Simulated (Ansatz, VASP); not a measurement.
# MgO: VASP beside Ansatz

```
CELL_PARAMETERS angstrom
2.95592 0.00000 0.00000
-1.47796 2.55990 0.00000
0.00000 0.00000 20.11167
ATOMIC_POSITIONS crystal
Mg 0.00000 0.00000 0.99810
Mg 0.33333 0.66667 0.12690
Mg 0.00000 0.00000 0.25193
Mg 0.66667 0.33333 0.37689
Mg 0.00000 0.00000 0.50186
Mg 0.33333 0.66667 0.62314
Mg 0.66667 0.33333 0.74811
Mg 0.33333 0.66667 0.87307
O 0.66667 0.33333 0.06250
O 0.66667 0.33333 0.19146
O 0.33333 0.66667 0.31243
O 0.33333 0.66667 0.44136
O 0.66667 0.33333 0.56250
O 0.00000 0.00000 0.68364
O 0.00000 0.00000 0.81257
O 0.66667 0.33333 0.93354
```

Alike in both runs: functional PBEsol; k mesh 12 × 12 × 2; occupations gaussian, width 0.02 eV; no spin polarisation.

Ansatz relaxed the structure, and its values are those at the end. VASP's run is a single point on that final structure, the one shown.

|  | VASP | Ansatz |
| --- | --- | --- |
| version | VASP 6.6.1 | Ansatz 0.2.0 |
| potentials or method | VASP PAW PBE potentials, release 64 (Mg, O), cutoff 520 eV | scalar-relativistic, plane waves, PAW |
| valence electrons in the cell | 64 | 128 |

|  | VASP | Ansatz | Ansatz less VASP |
| --- | --- | --- | --- |
| gap on the k mesh at the Fermi level (eV) | 3.70 | 3.70 | +0.001 |
| least direct gap on the mesh (eV) | 3.74 | 3.74 | 0.000 |
| pressure (GPa) | -0.5 | 0.0 | +0.51 |

VASP's potentials were made for PBE, not for PBEsol. VASP's potentials hold 64 valence electrons a cell and Ansatz's 128, so a difference there can come from the potentials and not from the codes.
